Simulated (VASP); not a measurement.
Input of a VASP 6.6.1 run:

File INCAR:

```
SYSTEM = NiO
PREC = Accurate ; ENCUT = 520
EDIFF = 1E-7 ; ISMEAR = -1
SIGMA = 0.05 ; LREAL = .FALSE.
LASPH = .TRUE. ; NELM = 150
ALGO = Normal ; ISIF = 2
LWAVE = .FALSE. ; LCHARG = .TRUE.
ISPIN = 2 ; MAGMOM = 1 0
LORBIT = 11 ; LMAXMIX = 4
GGA = PE ; LELF = .TRUE.
LVHAR = .TRUE. ; NBANDS = 19
```

KPOINTS

```
regular mesh
0
G
  11 11 11
  0 0 0
```

File POSCAR:

```
NiO
1.0
    0.0000000000      2.1084587823      2.1084587823
    2.1084587823      0.0000000000      2.1084587823
    2.1084587823      2.1084587823      0.0000000000
Ni O
1 1
Direct
    0.0000000000      0.0000000000      0.0000000000
    0.5000000000      0.5000000000      0.5000000000
```

Potentials or basis: VASP PAW PBE potentials, release 64 (Ni, O).

The run is started by

```console
$ cat potpaw_PBE.64/Ni/POTCAR potpaw_PBE.64/O/POTCAR > POTCAR
$ mpirun -np 1 vasp_std > vasp.out
```

Q: What does it give for the site moments?

A: Ni +1.46; O +0.27 μB.

Q: Predict the pressure.

A: -0.4 GPa.

Caveat: a cell with one magnetic atom can't hold antiferromagnetic order, which such compounds often take; semilocal functionals often make such compounds metallic where correlation or magnetic order opens a gap, which also shifts bond lengths.

**The experiment to reproduce.**

“Local correlations, non-local screening, multiplets, and band formation in NiO”, 2012, arxiv:1210.6675 quotes, for a bulk crystal of NiO: band gap 4.3 eV.

A measured gap of NiO is 4.3 eV (quoted in “Local correlations, non-local screening, multiplets, and band formation in NiO”, 2012, arxiv:1210.6675); the calculated 0.00 eV misses it by -4.30 eV. So large a miss can be the level of theory's own, or it may mean another phase, state or a wrong row. The value is that of PBE on a finite k mesh, which can miss the band edges, without temperature or zero-point motion. Semilocal functionals fall short of measured gaps as a rule. The run's magnetic order (collinear spin, ferromagnetic start) needn't be the measured crystal's.
